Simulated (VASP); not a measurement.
Write the native input for VASP 6.6.1 that does the following.

```
Task                   : single point
Functional             : r2SCAN
Potentials or basis    : VASP PAW PBE potentials, release 64 (In_d, Ag, Br, F)
Cutoff                 : 520 eV
k mesh                 : 7 × 7 × 3
Occupations            : fermi-dirac, width 0.0255 eV
Spin                   : no spin polarisation
Dipole correction      : no
Further INCAR settings : ALGO = Normal; EDIFF = 1e-06; NBANDS = 48
```

InAgBrF:

```
In Ag Br F
1.0
     3.91105    0.00000    0.00000
     0.00000    3.91105    0.00000
     0.00000    0.00000   10.87549
In Ag Br F
2 2 2 2
Direct
  0.25000 0.25000 0.89120
  0.75000 0.75000 0.10880
  0.25000 0.25000 0.34470
  0.75000 0.75000 0.65530
  0.25000 0.25000 0.59600
  0.75000 0.75000 0.40400
  0.75000 0.25000 0.00000
  0.25000 0.75000 0.00000
```

The input as run:

POSCAR

```
InAgBrF
1.0
    3.9110520000      0.0000000000      0.0000000000
    0.0000000000      3.9110520000      0.0000000000
    0.0000000000      0.0000000000     10.8754940000
In Ag Br F
2 2 2 2
Direct
    0.2500000000      0.2500000000      0.8912000000
    0.7500000000      0.7500000000      0.1088000000
    0.2500000000      0.2500000000      0.3447000000
    0.7500000000      0.7500000000      0.6553000000
    0.2500000000      0.2500000000      0.5960000000
    0.7500000000      0.7500000000      0.4040000000
    0.7500000000      0.2500000000      0.0000000000
    0.2500000000      0.7500000000      0.0000000000
```

INCAR.step1

```
PREC = Accurate ; ENCUT = 520
ISMEAR = -1 ; SIGMA = 0.0255
LREAL = F ; LASPH = T
NELM = 80 ; NBANDS = 48
GGA = PE ; ALGO = Normal
EDIFF = 1E-4 ; LWAVE = T
LCHARG = F
```

INCAR.step2

```
PREC = Accurate ; ENCUT = 520
EDIFF = 1E-6 ; ISMEAR = -1
SIGMA = 0.0255 ; LREAL = F
LASPH = T ; NELM = 80
ALGO = Normal ; ISIF = 2
LWAVE = F ; LCHARG = F
METAGGA = R2SCAN ; LMIXTAU = T
NBANDS = 48 ; ISTART = 1
```

KPOINTS

```
regular mesh
0
Gamma
  7 7 3
```

Potentials or basis: VASP PAW PBE potentials, release 64 (In_d, Ag, Br, F).

Command:

```bash
$ cat potpaw_PBE.64/In_d/POTCAR potpaw_PBE.64/Ag/POTCAR potpaw_PBE.64/Br/POTCAR potpaw_PBE.64/F/POTCAR > POTCAR
$ cp INCAR.step1 INCAR
$ mpirun -np 1 vasp_std > vasp.out
$ cp INCAR.step2 INCAR
$ mpirun -np 1 vasp_std > vasp.out
```

Results of the run:

| Property | Result |
| --- | --- |
| Pressure | 9.1 GPa |
| Largest force | 2.075 eV/Å |
| Band gap on the k mesh | 1.20 eV (least direct gap 1.54 eV) |

Caveat: the cell stands under pressure; the PAW data sets were made with another functional, which shifts forces and pressure a little; spin-orbit coupling is left out, which moves the levels of the heavy elements; an odd mesh through Γ misses points on the zone boundary, where band edges can lie.

Wall time 13 min on 1 thread of Intel(R) Xeon(R) Platinum 8259CL CPU @ 2.50GHz (Skylake/Cascade Lake) (shared host), peak memory 0.38 GiB.
